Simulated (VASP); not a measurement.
A run of VASP 6.6.1 is set up as follows.

The input INCAR:

```
SYSTEM = Cu
PREC = Accurate ; ENCUT = 520
EDIFF = 1E-6 ; ISMEAR = 0
SIGMA = 0.15 ; LREAL = .False.
LASPH = .True. ; NELM = 80
ALGO = Fast ; ISIF = 2
LWAVE = .False. ; LCHARG = .False.
GGA = PE ; NBANDS = 12
```

KPOINTS

```
Automatic mesh
0
Gamma
  30 30 30
  0 0 0
```

The input POSCAR:

```
Cu
1.0
   -1.4651835680      1.4755302431      1.3684902077
    1.4858769182     -1.4755302431      1.3906231613
    1.4651835680      1.4755302431     -1.3684902077
Cu
1
Direct
    0.0000000000      0.0000000000      0.0000000000
```

Potentials or basis: VASP PAW PBE potentials, release 64 (Cu).

Launch:

```bash
$ cat potpaw_PBE.64/Cu/POTCAR > POTCAR
$ mpirun -np 1 vasp_std > vasp.out
```

Q: What does it give for the pressure?

A: 0.7 GPa.

Q: What does it give for the band gap on the k mesh?

A: Zero (an odd number of electrons rules out a gap without spin polarisation).

Stress tensor (GPa, compression positive):
```
 0.60  0.00 -1.23
 0.00  0.65  0.00
-1.23  0.00  0.70
```

Caveat: the cell differs from its parent crystal (strain +0.0150 x Voigt [0, 0, 0, 0, 1, 0]).
